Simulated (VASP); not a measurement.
# Ta (Im-3m) in VASP: further runs, part 2 of 2

VASP 6.6.1.

## Step 3: Single point, PBE

This run uses another cell than the first one, of 17.82 Å³/atom, 1.065 times its volume.

Contents of INCAR:

```
SYSTEM = Ta
PREC = Accurate
ENCUT = 520
EDIFF = 1E-6
ISMEAR = 1
SIGMA = 0.1
LREAL = .FALSE.
LASPH = .TRUE.
NELM = 60
ALGO = Normal
ISIF = 2
LWAVE = .FALSE.
LCHARG = .FALSE.
GGA = PE
NBANDS = 12
```

Contents of KPOINTS:

```
regular mesh
0
G
  15 15 15
  0 0 0
```

Contents of POSCAR:

```
Ta
1.0
   -1.6454851637      1.6454851637      1.6454851637
    1.6454851637     -1.6454851637      1.6454851637
    1.6454851637      1.6454851637     -1.6454851637
Ta
1
Direct
    0.0000000000      0.0000000000      0.0000000000
```

Potentials or basis: VASP PAW PBE potentials, release 64 (Ta_pv).

Run with:

```console
> cat potpaw_PBE.64/Ta_pv/POTCAR > POTCAR
> mpirun -np 1 vasp_std > vasp.out
```

OUTCAR:

```text
SYSTEM = Ta
   PREC = Accurate
   ENCUT = 520
   EDIFF = 1E-6
   ISMEAR = 1
   LREAL = .FALSE.
   LASPH = .TRUE.
   NELM = 60
   ISIF = 2
   GGA = PE

 ion  position               nearest neighbor table
   1  0.000  0.000  0.000-

  LATTYP: Found a body centered cubic cell.
 ALAT       =     3.2909703274

  Lattice vectors:

 A1 = (  -1.6454851637,   1.6454851637,   1.6454851637)
 A2 = (   1.6454851637,  -1.6454851637,   1.6454851637)
 A3 = (   1.6454851637,   1.6454851637,  -1.6454851637)

Analysis of symmetry for initial positions (statically):
=====================================================================
 Subroutine PRICEL returns:
 Original cell was already a primitive cell.

 Routine SETGRP: Setting up the symmetry group for a
 body centered cubic supercell.

 Subroutine GETGRP returns: Found 48 space group operations
 (whereof 48 operations were pure point group operations)
 out of a pool of 48 trial point group operations.

The static configuration has the point symmetry O_h .

Analysis of symmetry for dynamics (positions and initial velocities):
=====================================================================
 Subroutine PRICEL returns:
 Original cell was already a primitive cell.

 Routine SETGRP: Setting up the symmetry group for a
 body centered cubic supercell.

 Subroutine GETGRP returns: Found 48 space group operations
 (whereof 48 operations were pure point group operations)
 out of a pool of 48 trial point group operations.

The dynamic configuration has the point symmetry O_h .

 Subroutine INISYM returns: Found 48 space group operations
 (whereof 48 operations are pure point group operations),
 and found     1 'primitive' translations

----------------------------------------------------------------------------------------

                                     Primitive cell

  volume of cell :      17.8214
[... 108 lines left out ...]
  volume/ion in A,a.u.               =      17.82       120.26
  Fermi-wavevector in a.u.,A,eV,Ry     =   1.393879  2.634049 26.434743  1.942899
  Thomas-Fermi vector in A             =   2.517482
   LORBIT       =      0    0 simple, 1 ext, 2 COOP (PROOUT), +10 PAW based schemes
   GGA     = PE    functional components
   LHFCALC =     F    Hartree Fock is set to
   AEXX    =    0.0000 exact exchange contribution
   IVDW    =     0    specifies the selected vdW correction
   LEPSILON=     F    determine dielectric tensor
   LRPA    =     F    only Hartree local field effects (RPA)
 non-spin polarized calculation
 Methfessel and Paxton  Order N= 1 SIGMA  =   0.10
  energy-cutoff  :      520.00
  volume of cell :       17.82
 maximum number of plane-waves:       489
 NGX is ok and might be reduce to    24
   NGX = 11   NGY = 11   NGZ = 11

 number of electron      11.0000002 magnetization

 Free energy of the ion-electron system (eV)
  ---------------------------------------------------
  ext. energy  EPLUGINS =         0.00000000
  ---------------------------------------------------
  free energy    TOTEN  =       -11.80431205 eV

  energy without entropy =      -11.80442450  energy(sigma->0) =      -11.80434953

 E-fermi :   5.5665     XC(G=0): -12.6716

 val. band max:        5.5362083232   @ k =  -0.2000   0.2000   0.0667
 cond. band min:       5.5839468365   @ k =   0.3333   0.0000   0.0000
 fundamental gap:      0.0477385133
 Fermi energy:         5.5664920052

 k-point     1 :       0.0000    0.0000    0.0000
  band No.  band energies     occupation
      1     -27.4517      2.00000
      2     -27.4517      2.00000
      3     -27.4517      2.00000
      4      -2.3846      2.00000
      5       6.3101     -0.00000
      6       6.3101     -0.00000
      7       6.3101     -0.00000
      8       9.6207      0.00000
      9       9.6207      0.00000
     10      20.3139      0.00000
     11      20.6330      0.00000
     12      20.6330      0.00000
[... 331 lines left out ...]
 k-point    24 :       0.4000    0.2000    0.0000
  band No.  band energies     occupation
      1     -28.5213      2.00000
      2     -28.0186      2.00000
      3     -27.5764      2.00000
      4       2.3127      2.00000
      5       4.1626      2.00000
      6       5.6380      0.06965
      7       9.3640      0.00000
      8      10.7795      0.00000
      9      15.2193      0.00000
     10      15.6801      0.00000
     11      19.3212      0.00000
     12      20.3200      0.00000

 [... further k-points ...]
[... 5 lines left out ...]
  --------------------------------------------------------------------------------------
  -------------------------------------------------------------------------------------
  Total        0.5577624      0.5577624      0.5577624      0.0000000     -0.0000000      0.0000000
  in kB       50.1438766     50.1438766     50.1438766      0.0000000     -0.0000000      0.0000000
  external PRESSURE =      50.1438766 kB  Pullay stress =       0.0000000 kB

 VOLUME and BASIS-vectors are now :
 -----------------------------------------------------------------------------
  energy-cutoff  :      520.00
  volume of cell :       17.82
      direct lattice vectors                 reciprocal lattice vectors
    -1.645485164  1.645485164  1.645485164     0.000000000  0.303861749  0.303861749
     1.645485164 -1.645485164  1.645485164     0.303861749  0.000000000  0.303861749
     1.645485164  1.645485164 -1.645485164     0.303861749  0.303861749  0.000000000

 POSITION                                       TOTAL-FORCE (eV/Angst)
 -----------------------------------------------------------------------------------
      0.00000      0.00000      0.00000         0.000000      0.000000      0.000000
 -----------------------------------------------------------------------------------
    total drift:                               -0.000000      0.000000      0.000000

  FREE ENERGIE OF THE ION-ELECTRON SYSTEM (eV)
  ---------------------------------------------------
  free  energy   TOTEN  =       -11.8043120494 eV

  energy  without entropy=      -11.8044244998  energy(sigma->0) =      -11.80434953
```

OSZICAR:

```text
N       E                     dE             d eps       ncg     rms          rms(c)
DAV:   1     0.610305928956E+02    0.61031E+02   -0.60569E+03  2880   0.879E+02
DAV:   2    -0.113008331415E+02   -0.72331E+02   -0.70627E+02  3224   0.245E+02
DAV:   3    -0.122539764260E+02   -0.95314E+00   -0.94674E+00  3376   0.269E+01
DAV:   4    -0.122562824104E+02   -0.23060E-02   -0.23058E-02  3248   0.148E+00
DAV:   5    -0.122562900025E+02   -0.75921E-05   -0.75914E-05  3416   0.801E-02    0.138E+01
DAV:   6    -0.119096530669E+02    0.34664E+00   -0.27795E-01  3360   0.571E+00    0.674E+00
DAV:   7    -0.118051388698E+02    0.10451E+00   -0.24732E-01  3332   0.503E+00    0.393E-01
DAV:   8    -0.118043355449E+02    0.80332E-03   -0.76788E-03  3156   0.732E-01    0.140E-01
DAV:   9    -0.118043193215E+02    0.16223E-04   -0.11128E-04  3312   0.115E-01    0.263E-02
DAV:  10    -0.118043120650E+02    0.72565E-05   -0.32350E-06  3228   0.198E-02    0.267E-03
DAV:  11    -0.118043120494E+02    0.15661E-07   -0.13482E-07  1724   0.410E-03
   1 F= -.11804312E+02 E0= -.11804350E+02  d E =0.112450E-03
```

stdout:

```text
POSCAR found type information on POSCAR Ta
 POSCAR found :  1 types and       1 ions
 scaLAPACK will be used
 LDA part: xc-table for (Slater+PW92), standard interpolation
 POSCAR, INCAR and KPOINTS ok, starting setup
 FFT: planning ... GRIDC
 FFT: planning ... GRID_SOFT
 FFT: planning ... GRID
 WAVECAR not read
 entering main loop
```

It took 13 s on 1 thread of AMD EPYC 9R45 (Zen 5), shared host; peak memory 0.12 GiB.

What came out:

| Quantity | Value |
| --- | --- |
| Free energy | -11.8043 eV |
| Pressure | 5.0 GPa |

Levels at points of the mesh, in eV from the Fermi level:
```tsv
k point	band 3	band 4	band 5	band 6	band 7	band 8
(0.00, 0.00, 0.00)	-33.02	-7.95	0.74	0.74	0.74	4.05
```

Caveat: spin-orbit coupling is left out, which moves the levels of the heavy elements.

## Step 4: Single point, PBE

This run uses another cell than the first one, of 17.43 Å³/atom, 1.041 times its volume.

Contents of INCAR:

```
ALGO = Normal ; EDIFF = 1E-6
ENCUT = 520 ; GGA = PE
ISIF = 2 ; ISMEAR = 1
LASPH = T ; LCHARG = F
LREAL = F ; LWAVE = F
NBANDS = 12 ; NELM = 80
PREC = Accurate ; SIGMA = 0.1
```

Contents of KPOINTS:

```
k-points
0
Gamma
  15 15 15
```

Contents of POSCAR:

```
Ta
1.0
   -1.6332549592      1.6332549592      1.6332549592
    1.6332549592     -1.6332549592      1.6332549592
    1.6332549592      1.6332549592     -1.6332549592
Ta
1
Direct
    0.0000000000      0.0000000000      0.0000000000
```

Run with:

```console
> cat potpaw_PBE.64/Ta_pv/POTCAR > POTCAR
> mpirun -np 1 vasp_std > vasp.out
```

Wall time 13 s (1 thread of AMD EPYC 9R45 (Zen 5), shared host); peak memory 0.12 GiB.

The run converged. Its results:

| Item | Value |
| --- | --- |
| Free energy | -11.7857 eV |
| Pressure | 10.1 GPa |

Levels at points of the mesh, in eV from the Fermi level:
```csv
k point,band 1,band 2,band 3,band 4,band 5,band 6,band 7,band 8,band 9,band 10
"(0.00, 0.00, 0.00)",-32.92,-32.92,-32.92,-8.03,0.75,0.75,0.75,4.14,4.14,14.83
```

Caveat: spin-orbit coupling is left out, which moves the levels of the heavy elements.

## Step 5: Single point, PBE

This run uses another cell than the first one, of 18.26 Å³/atom, 1.091 times its volume.

Contents of INCAR:

```
SYSTEM = Ta
PREC     = Accurate       ! precision mode
ENCUT    = 520            ! plane-wave cutoff, eV
EDIFF    = 1E-6           ! SCF threshold, eV
ISMEAR   = 1              ! smearing method
SIGMA    = 0.1            ! smearing width, eV
LREAL    = .False.        ! projectors in reciprocal space
LASPH    = .True.         ! aspherical terms in the spheres
NELM     = 60             ! most SCF steps
ALGO     = Normal         ! electronic algorithm
ISIF     = 2              ! what is computed and relaxed
LWAVE    = .False.        ! write WAVECAR
LCHARG   = .False.        ! write CHGCAR
GGA      = PE             ! functional
NBANDS   = 12             ! bands
```

Contents of KPOINTS:

```
regular mesh
0
Gamma
  15 15 15
  0 0 0
```

Contents of POSCAR:

```
Ta
1.0
   -1.6588637489      1.6588637489      1.6588637489
    1.6588637489     -1.6588637489      1.6588637489
    1.6588637489      1.6588637489     -1.6588637489
Ta
1
Direct
    0.0000000000      0.0000000000      0.0000000000
```

Run with:

```console
> cat potpaw_PBE.64/Ta_pv/POTCAR > POTCAR
> mpirun -np 1 vasp_std > vasp.out
```

It took 13 s on 1 thread of AMD EPYC 9R45 (Zen 5), shared host; peak memory 0.12 GiB.

It converged, with:

```yaml
Free_energy: -11.8112 eV
Pressure: 0.0 GPa
```

Levels at points of the mesh, in eV from the Fermi level:
| k point | band 3 | band 4 | band 5 | band 6 | band 7 | band 8 |
| --- | --- | --- | --- | --- | --- | --- |
| (0.00, 0.00, 0.00) | -33.12 | -7.86 | 0.74 | 0.74 | 0.74 | 3.97 |

Caveat: spin-orbit coupling is left out, which moves the levels of the heavy elements.

## Step 6: The runs side by side

```csv
cell,gap on the mesh (eV),pressure (GPa)
"a = 2.791 Å, angles 109.5°, 1 atom",none,20.3
"a = 2.850 Å, angles 109.5°, 1 atom",none,5.0
"a = 2.829 Å, angles 109.5°, 1 atom",none,10.1
"a = 2.873 Å, angles 109.5°, 1 atom",none,0.0
```

Alike in all rows: task single point; level PBE; potentials or basis VASP PAW PBE potentials, release 64 (Ta_pv); no spin polarisation; k mesh 15 × 15 × 15; cutoff (eV) 520; smearing methfessel-paxton 0.1 eV.

Caveats: spin-orbit coupling is left out, which moves the levels of the heavy elements.

Total energies depend on the potentials used, so only differences within one code and one set of settings carry meaning.
